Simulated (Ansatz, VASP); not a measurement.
## KF: VASP beside Ansatz

The input INCAR:

```
PREC = Accurate
ENCUT = 520
EDIFF = 1E-6
ISMEAR = 0
SIGMA = 0.05
LREAL = F
LASPH = T
NELM = 60
ALGO = Normal
ISIF = 2
LWAVE = F
LCHARG = F
GGA = CA
NBANDS = 15
```

File KPOINTS:

```
regular mesh
0
Gamma
  8 8 8
```

Contents of POSCAR:

```
KF
1.0
   -0.0830708143      2.5681253873      2.5681253873
    2.5681253873     -0.0830708143      2.5681253873
    2.5681253873      2.5681253873     -0.0830708143
K F
1 1
Direct
    0.0000000000      0.0000000000      0.0000000000
    0.5000000000      0.5000000000      0.5000000000
```

Input for Ansatz:

```yaml
crystal:
  lattice:
    - [-0.0830708143, 2.5681253873, 2.5681253873]
    - [2.5681253873, -0.0830708143, 2.5681253873]
    - [2.5681253873, 2.5681253873, -0.0830708143]
  atoms:
    - { symbol: K, position: [0.0, 0.0, 0.0] }
    - { symbol: F, position: [0.5, 0.5, 0.5] }
basis:
  ecutwfc: 520.0
kpoints:
  mp_grid: { grid: [8, 8, 8] }
hamiltonian:
  xc: lda
scf:
  occupations: { method: gaussian, width: 0.05 }
output:
  forces: true
  stress: true
  eigenvalues: true
  write_density: true
  write_potential: true
  elf: true
  volumetric_format: npy
```

Alike in both runs: task single point; functional LDA; k mesh 8 × 8 × 8; occupations gaussian, width 0.05 eV; no spin polarisation.

```csv
,VASP,Ansatz
version,VASP 6.6.1,Ansatz 0.2.0
potentials or method,"VASP PAW LDA potentials, release 64 (K_sv, F), cutoff 520 eV","scalar-relativistic, plane waves, PAW"
valence electrons in the cell,16,16
```

Ansatz gave:

| Property | Result |
| --- | --- |
| gap on the k mesh at the Fermi level (eV) | 6.15 |
| least direct gap on the mesh (eV) | 6.15 |
| pressure (GPa) | -1.4 |
| traceless stress, the component that is largest in VASP (GPa) | 0.41 |

Task: What did VASP give for the same quantities?

Result: gap on the k mesh at the Fermi level (eV): 6.13; least direct gap on the mesh (eV): 6.13; pressure (GPa): -1.2; traceless stress, the component that is largest in VASP (GPa): 0.40.

LDA's correlation is that of Perdew and Zunger in VASP and of Perdew and Wang (1992) in Ansatz.
